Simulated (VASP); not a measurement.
Write the native input for VASP 6.6.1 that does the following.

```
Task                   : single point
Functional             : PBEsol
Potentials or basis    : VASP PAW PBE potentials, release 64 (V_sv)
Cutoff                 : 520 eV
k mesh                 : 12 × 12 × 12
Occupations            : fermi-dirac, width 0.05 eV
Spin                   : collinear spin, ferromagnetic start
Starting moments       : [2.0] μB
Hubbard terms          : V d U = 2.0 eV
Dipole correction      : no
Further INCAR settings : ALGO = Normal; EDIFF = 1e-06; NBANDS = 16
```

The structure of V lies in POSCAR:

```
V
1.0
   -1.5143500000      1.5143500000      1.5143500000
    1.5143500000     -1.5143500000      1.5143500000
    1.5143500000      1.5143500000     -1.5143500000
V
1
Direct
    0.0000000000      0.0000000000      0.0000000000
```

The input as run:

INCAR

```
SYSTEM = V
PREC = Accurate
ENCUT = 520
EDIFF = 1E-6
ISMEAR = -1
SIGMA = 0.05
LREAL = .FALSE.
LASPH = .TRUE.
NELM = 150
ALGO = Normal
ISIF = 2
LWAVE = .FALSE.
LCHARG = .FALSE.
ISPIN = 2
MAGMOM = 2
LORBIT = 11
LMAXMIX = 4
LDAU = .TRUE.
LDAUTYPE = 2
LDAUL = 2
LDAUU = 2
LDAUJ = 0
LDAUPRINT = 1
GGA = PS
NBANDS = 16
```

KPOINTS

```
regular mesh
0
G
  12 12 12
  0 0 0
```

Potentials or basis: VASP PAW PBE potentials, release 64 (V_sv).

Run with:

```sh
$ cat potpaw_PBE.64/V_sv/POTCAR > POTCAR
$ mpirun -np 1 vasp_std > vasp.out
```

It gave:

```json
{
 "Pressure": "-5.4 GPa",
 "Net moment": "0.59 μB per cell",
 "Site moments": "V +0.50 μB",
 "Valence electrons inside the program's atomic spheres": "V 11.58"
}
```

Caveat: the PAW data sets were made with another functional, which shifts forces and pressure a little; the U is typed as a test and isn't derived for this compound.

It took 39 s on 1 thread of AMD EPYC 7R13, with other jobs on the host, peak memory 0.12 GiB.
